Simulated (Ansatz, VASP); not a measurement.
**Two plane-wave programs on AlRu**

```
Al Ru
1.0
     2.99160    0.00000    0.00000
     0.00000    2.99160    0.00000
     0.00000    0.00000    2.99160
Al Ru
1 1
Direct
  0.00000 0.01254 0.00000
  0.50000 0.50000 0.50000
```

Change from the starting cell: all Al atoms moved +0.037 Å, as atom 1 along Cartesian [0 1 0].

Alike in both runs: task single point; functional PBE; k mesh 16 × 16 × 16; occupations gaussian, width 0.15 eV; no spin polarisation.

|  | VASP | Ansatz |
| --- | --- | --- |
| version | VASP 6.6.1 | Ansatz 0.2.0 |
| potentials or method | VASP PAW PBE potentials, release 64 (Al, Ru_pv), cutoff 520 eV | scalar-relativistic, plane waves, PAW |
| valence electrons in the cell | 17 | 19 |

Ansatz gave:

- gap on the k mesh at the Fermi level (eV): none
- pressure (GPa): 2.7
- traceless stress, the component that is largest in VASP (GPa): -0.07
- rms of the force components (eV/Å): 0.168

What did VASP give for the same quantities?

gap on the k mesh at the Fermi level (eV): none; pressure (GPa): 2.7; traceless stress, the component that is largest in VASP (GPa): -0.08; rms of the force components (eV/Å): 0.170.

Atom by atom the forces differ by 0.001 eV/Å (rms over components). A gap of «none» marks a metal or a gap that the smearing closes. With one functional, cell and mesh, what is left measures potentials, basis and numerics. VASP's potentials hold 17 valence electrons a cell and Ansatz's 19, so a difference there can come from the potentials and not from the codes.
